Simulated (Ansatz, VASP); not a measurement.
## CaSi2N2: VASP beside Ansatz

```xyz
5
Lattice="-2.0173 2.5015 3.6256 2.0173 -2.5015 3.6256 2.0173 2.5015 -3.6256" Properties=species:S:1:pos:R:3 pbc="T T T"
Ca    0.0000    0.0000    0.0000
Si    0.0000    1.2099    3.6256
Si    2.0173    1.2915    0.0000
N     0.0000    2.5015    1.4386
N     2.0173    0.0000    2.1870
```

Change from the starting cell: species swapped into the Ce2ZnNi2 type (Immm, No. 71).

Alike in both runs: task single point; functional PBE; k mesh 6 × 6 × 6; occupations gaussian, width 0.1 eV; no spin polarisation.

|  | VASP | Ansatz |
| --- | --- | --- |
| version | VASP 6.6.1 | Ansatz 0.2.0 |
| potentials or method | VASP PAW PBE potentials, release 64 (Ca_sv, Si, N), cutoff 520 eV | scalar-relativistic, plane waves, PAW |
| valence electrons in the cell | 28 | 28 |

Ansatz gave:

```
gap on the k mesh at the Fermi level (eV)                     : none
pressure (GPa)                                                : 1.8
traceless stress, the component that is largest in VASP (GPa) : -34.81
rms of the force components (eV/Å)                            : 1.485
```

Task: Which values does VASP return?

Result: gap on the k mesh at the Fermi level (eV): none; pressure (GPa): 1.9; traceless stress, the component that is largest in VASP (GPa): -34.93; rms of the force components (eV/Å): 1.491.

Atom by atom the forces differ by 0.007 eV/Å (rms over components). A gap of «none» marks a metal or a gap that the smearing closes.
